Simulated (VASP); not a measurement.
# Ag (Fm-3m) in VASP: density of states with PBE

Aim: the density of states of Ag with PBE.

All numbers are computed with VASP 6.6.1; they aren't measurements. Logs are shortened: lines on timing, memory, paths and dates and some standing lists are left out, and cuts for length are marked.

### Step 1. The cell of the first run

It takes space group Fm-3m (No. 225, cubic). The conventional cell has a = 4.147 Å, b = 4.147 Å, c = 4.147 Å, α = 90.00°, β = 90.00°, γ = 90.00°. Within 3.9 Å of Ag (site symmetry m-3m) lie 12 Ag at 2.93 Å.

### Step 2. Density of states, PBE

POSCAR

```
Ag
1.0
    0.0000000000      2.0733653072      2.0733653072
    2.0733653072      0.0000000000      2.0733653072
    2.0733653072      2.0733653072      0.0000000000
Ag
1
Direct
    0.0000000000      0.0000000000      0.0000000000
```

INCAR.step1

```
SYSTEM = Ag
PREC = Accurate
ENCUT = 520
EDIFF = 1E-6
ISMEAR = 0
SIGMA = 0.05
LREAL = .FALSE.
LASPH = .TRUE.
NELM = 80
ALGO = Normal
ISIF = 2
LWAVE = .FALSE.
LCHARG = .TRUE.
LMAXMIX = 4
GGA = PE
NBANDS = 12
```

KPOINTS.step1

```
regular mesh
0
G
  18 18 18
  0 0 0
```

INCAR.step2

```
SYSTEM = Ag
PREC = Accurate
ENCUT = 520
EDIFF = 1E-6
ISMEAR = -5
SIGMA = 0.05
LREAL = .FALSE.
LASPH = .TRUE.
NELM = 80
ALGO = Normal
ISIF = 2
LWAVE = .FALSE.
LCHARG = .FALSE.
LMAXMIX = 4
GGA = PE
LORBIT = 11
NBANDS = 12
NEDOS = 1001
ICHARG = 11
```

KPOINTS.step2

```
regular mesh
0
G
  27 27 27
  0 0 0
```

Potentials or basis: VASP PAW PBE potentials, release 64 (Ag).

On the command line:

```sh
cat potpaw_PBE.64/Ag/POTCAR > POTCAR
cp INCAR.step1 INCAR
cp KPOINTS.step1 KPOINTS
mpirun -np 1 vasp_std > vasp.out
cp INCAR.step2 INCAR
cp KPOINTS.step2 KPOINTS
mpirun -np 1 vasp_std > vasp.out
```

OUTCAR:

```text
SYSTEM = Ag
   PREC = Accurate
   ENCUT = 520
   EDIFF = 1E-6
   ISMEAR = -5
   LREAL = .FALSE.
   LASPH = .TRUE.
   NELM = 80
   ISIF = 2
   GGA = PE
   LORBIT = 11
   ICHARG = 11

 ion  position               nearest neighbor table
   1  0.000  0.000  0.000-

  LATTYP: Found a face centered cubic cell.
 ALAT       =     4.1467306144

  Lattice vectors:

 A1 = (   0.0000000000,   2.0733653072,   2.0733653072)
 A2 = (   2.0733653072,   0.0000000000,   2.0733653072)
 A3 = (   2.0733653072,   2.0733653072,   0.0000000000)

Analysis of symmetry for initial positions (statically):
=====================================================================
 Subroutine PRICEL returns:
 Original cell was already a primitive cell.

 Routine SETGRP: Setting up the symmetry group for a
 face centered cubic supercell.

 Subroutine GETGRP returns: Found 48 space group operations
 (whereof 48 operations were pure point group operations)
 out of a pool of 48 trial point group operations.

The static configuration has the point symmetry O_h .

Analysis of symmetry for dynamics (positions and initial velocities):
=====================================================================
 Subroutine PRICEL returns:
 Original cell was already a primitive cell.

 Routine SETGRP: Setting up the symmetry group for a
 face centered cubic supercell.

 Subroutine GETGRP returns: Found 48 space group operations
 (whereof 48 operations were pure point group operations)
 out of a pool of 48 trial point group operations.

The dynamic configuration has the point symmetry O_h .

 Subroutine INISYM returns: Found 48 space group operations
 (whereof 48 operations are pure point group operations),
 and found     1 'primitive' translations

----------------------------------------------------------------------------------------

                                     Primitive cell

  volume of cell :      17.8261

  direct lattice vectors                    reciprocal lattice vectors
     0.000000000  2.073365307  2.073365307    -0.241153837  0.241153837  0.241153837
     2.073365307  0.000000000  2.073365307     0.241153837 -0.241153837  0.241153837
     2.073365307  2.073365307  0.000000000     0.241153837  0.241153837 -0.241153837

  length of vectors
     2.932181337  2.932181337  2.932181337     0.417690699  0.417690699  0.417690699

  position of ions in fractional coordinates (direct lattice)
     0.000000000  0.000000000  0.000000000

  ion indices of the primitive-cell ions
   primitive index   ion index
                 1           1

----------------------------------------------------------------------------------------

 KPOINTS: regular mesh

Automatic generation of k-mesh.
 Grid dimensions read from file:
 generate k-points for:   27   27   27

 Generating k-lattice:

  Cartesian coordinates                     Fractional coordinates (reciprocal lattice)
    -0.008931624  0.008931624  0.008931624     0.037037037  0.000000000  0.000000000
     0.008931624 -0.008931624  0.008931624     0.000000000  0.037037037  0.000000000
     0.008931624  0.008931624 -0.008931624     0.000000000  0.000000000  0.037037037

  Length of vectors
     0.015470026  0.015470026  0.015470026

  Shift w.r.t. Gamma in fractional coordinates (k-lattice)
     0.000000000  0.000000000  0.000000000

 TETIRR: Found   2653 inequivalent tetrahedra from   118098

 Subroutine IBZKPT returns following result:
 ===========================================

 Found    560 irreducible k-points:

 Following reciprocal coordinates:
            Coordinates               Weight
  0.000000  0.000000  0.000000      1.000000
  0.037037  0.000000  0.000000      8.000000
  0.074074  0.000000  0.000000      8.000000
  0.111111  0.000000  0.000000      8.000000
  0.148148  0.000000  0.000000      8.000000
  0.185185  0.000000  0.000000      8.000000
[... 16 lines left out ...]
  0.333333  0.037037  0.000000     24.000000
  0.370370  0.037037  0.000000     24.000000
 [... further k-points ...]
   k-points           NKPTS =    560   k-points in BZ     NKDIM =    560   number of bands    NBANDS=     12
   number of dos      NEDOS =   1001   number of ions     NIONS =      1
   total plane-waves  NPLWV =  13824
   dimension x,y,z NGX =    24 NGY =   24 NGZ =   24
   dimension x,y,z NGXF=    48 NGYF=   48 NGZF=   48
   ions per type =               1
   NGX,Y,Z   is equivalent  to a cutoff of  13.61, 13.61, 13.61 a.u.
   NGXF,Y,Z  is equivalent  to a cutoff of  27.21, 27.21, 27.21 a.u.
 SYSTEM =  Ag
   PREC   = accura    normal or accurate (medium, high low for compatibility)
   ISTART =      0    job   : 0-new  1-cont  2-samecut
   ICHARG =     11    charge: 1-file 2-atom 10-const
   ISPIN  =      1    spin polarized calculation?
   LNONCOLLINEAR =      F non collinear calculations
   LSORBIT =      F    spin-orbit coupling
   LASPH  =      T    aspherical Exc in radial PAW
   ENCUT  =  520.0 eV  38.22 Ry    6.18 a.u.   5.45  5.45  5.45*2*pi/ulx,y,z
   NELM   =     80;   NELMIN=  2; NELMDL=  0     # of ELM steps
   EDIFF  = 0.1E-05   stopping-criterion for ELM
   LREAL  =      F    real-space projection
   EDIFFG = 0.1E-04   stopping-criterion for IOM
   NSW    =      0    number of steps for IOM
   IBRION =     -1    ionic relax: 0-MD 1-quasi-New 2-CG
   NFREE  =      0    steps in history (QN), initial steepest desc. (CG)
   ISIF   =      2    stress and relaxation
   ISYM   =      2    0-nonsym 1-usesym 2-fastsym
   POTIM  = 0.5000    time-step for ionic-motion
   TEBEG  =    0.0;   TEEND  =   0.0 temperature during run
   PSTRESS=    0.0 pullay stress
   NELECT =      11.0000    total number of electrons
   NUPDOWN=      -1.0000    fix difference up-down
   EMIN   =  10.00;   EMAX   =-10.00  energy-range for DOS
   EFERMI =   0.00;   METHOD = LEGACY
   ISMEAR =    -5;   SIGMA  =   0.05  broadening in eV -4-tet -1-fermi 0-gaus
   EFERMI_NEDOS =   21; number of points for ismear=-14 and -15
   IALGO  =     38    algorithm
   IMIX   =      4    mixing-type and parameters
     AMIX     =   0.40;   BMIX     =  1.00
     AMIX_MAG =   1.60;   BMIX_MAG =  1.00
  volume/ion in A,a.u.               =      17.83       120.30
  Fermi-wavevector in a.u.,A,eV,Ry     =   1.393755  2.633816 26.430054  1.942554
  Thomas-Fermi vector in A             =   2.517371
   LORBIT       =     11    0 simple, 1 ext, 2 COOP (PROOUT), +10 PAW based schemes
   GGA     = PE    functional components
   LHFCALC =     F    Hartree Fock is set to
   AEXX    =    0.0000 exact exchange contribution
   IVDW    =     0    specifies the selected vdW correction
   LEPSILON=     F    determine dielectric tensor
   LRPA    =     F    only Hartree local field effects (RPA)
 non-spin polarized calculation
 Fermi weights with tetrahedron method with Bloechl corrections
  energy-cutoff  :      520.00
  volume of cell :       17.83
 maximum number of plane-waves:       531
 NGX is ok and might be reduce to    24

 number of electron      11.0000000 magnetization

 Free energy of the ion-electron system (eV)
  ---------------------------------------------------
  ext. energy  EPLUGINS =         0.00000000
  ---------------------------------------------------
  free energy    TOTEN  =        -2.71769865 eV

  energy without entropy =       -2.71769865  energy(sigma->0) =       -2.71769865

 E-fermi :   7.8694     XC(G=0): -11.9462

 val. band max:        7.8403969262   @ k =  -0.3333   0.1852   0.0741
 cond. band min:       7.8506278144   @ k =   0.4444   0.4074   0.0370
 fundamental gap:      0.0102308882
 Fermi energy:         7.8694292033

 k-point     1 :       0.0000    0.0000    0.0000
  band No.  band energies     occupation
      1       0.3803      2.00000
      2       3.1762      2.00000
      3       3.1762      2.00000
      4       3.1762      2.00000
      5       4.1312      2.00000
      6       4.1312      2.00000
      7      23.7481      0.00000
      8      27.0631      0.00000
      9      27.0631      0.00000
     10      27.0631      0.00000
     11      31.7643      0.00000
     12      32.6289      0.00000

 k-point     2 :       0.0370    0.0000    0.0000
  band No.  band energies     occupation
      1       0.4219      2.00000
      2       3.1668      2.00000
      3       3.1875      2.00000
      4       3.1875      2.00000
      5       4.1268      2.00000
      6       4.1268      2.00000
      7      23.7549      0.00000
      8      26.6500      0.00000
      9      27.0748      0.00000
     10      27.0748      0.00000
     11      31.8909      0.00000
     12      32.5949      0.00000

 k-point     3 :       0.0741    0.0000    0.0000
  band No.  band energies     occupation
      1       0.5451      2.00000
      2       3.1414      2.00000
      3       3.2197      2.00000
      4       3.2197      2.00000
      5       4.1155      2.00000
      6       4.1155      2.00000
      7      23.7259      0.00000
      8      25.7369      0.00000
      9      27.1056      0.00000
     10      27.1056      0.00000
     11      31.5340      0.00000
     12      32.4656      0.00000
[... 286 lines left out ...]
 k-point    23 :       0.3333    0.0370    0.0000
  band No.  band energies     occupation
      1       1.8448      2.00000
      2       3.2802      2.00000
      3       3.3191      2.00000
      4       4.1131      2.00000
      5       4.5523      2.00000
      6       4.7252      2.00000
      7      15.9882      0.00000
      8      23.7149      0.00000
      9      25.5057      0.00000
     10      26.8357      0.00000
     11      29.7570      0.00000
     12      30.7025      0.00000

 k-point    24 :       0.3704    0.0370    0.0000
  band No.  band energies     occupation
      1       1.8205      2.00000
      2       3.2344      2.00000
      3       3.2758      2.00000
      4       4.3836      2.00000
      5       4.6672      2.00000
      6       5.3025      2.00000
      7      14.6597      0.00000
      8      23.4576      0.00000
      9      25.2841      0.00000
     10      26.2809      0.00000
     11      29.9385      0.00000
     12      30.5449      0.00000

 [... further k-points ...]

------------------------ aborting loop because EDIFF is reached ----------------------------------------

  FORCE on cell =-STRESS in cart. coord.  units (eV):
  Direction    XX          YY          ZZ          XY          YZ          ZX
  --------------------------------------------------------------------------------------
  -------------------------------------------------------------------------------------
  Total       -0.0105074     -0.0105074     -0.0105074      0.0000000     -0.0000000     -0.0000000
  in kB       -0.9443831     -0.9443831     -0.9443831      0.0000000     -0.0000000     -0.0000000
  external PRESSURE =      -0.9443831 kB  Pullay stress =       0.0000000 kB

 VOLUME and BASIS-vectors are now :
 -----------------------------------------------------------------------------
  energy-cutoff  :      520.00
  volume of cell :       17.83
      direct lattice vectors                 reciprocal lattice vectors
     0.000000000  2.073365307  2.073365307    -0.241153837  0.241153837  0.241153837
     2.073365307  0.000000000  2.073365307     0.241153837 -0.241153837  0.241153837
     2.073365307  2.073365307  0.000000000     0.241153837  0.241153837 -0.241153837

 POSITION                                       TOTAL-FORCE (eV/Angst)
 -----------------------------------------------------------------------------------
      0.00000      0.00000      0.00000         0.000000      0.000000      0.000000
 -----------------------------------------------------------------------------------
    total drift:                               -0.000000     -0.000000     -0.000000

  FREE ENERGIE OF THE ION-ELECTRON SYSTEM (eV)
  ---------------------------------------------------
  free  energy   TOTEN  =        -2.7176986547 eV

  energy  without entropy=       -2.7176986547  energy(sigma->0) =       -2.71769865

 total charge

# of ion       s       p       d       tot
------------------------------------------
    1        0.408   0.272   9.157   9.837
```

It took 3.3 min on 1 thread of AMD EPYC 7R13, shared host; peak memory 0.21 GiB.

Results:

```
Valence electrons inside the program's atomic spheres : Ag 9.84
```

Levels at points of the mesh, in eV from the Fermi level:
```csv
k point,band 2,band 3,band 4,band 5,band 6,band 7,band 8,band 9,band 10,band 11
"(0.00, 0.00, 0.00)",-4.69,-4.69,-4.69,-3.74,-3.74,15.88,19.19,19.19,19.19,23.89
```

Caveat: tetrahedron occupations give inexact forces and stress in metals.
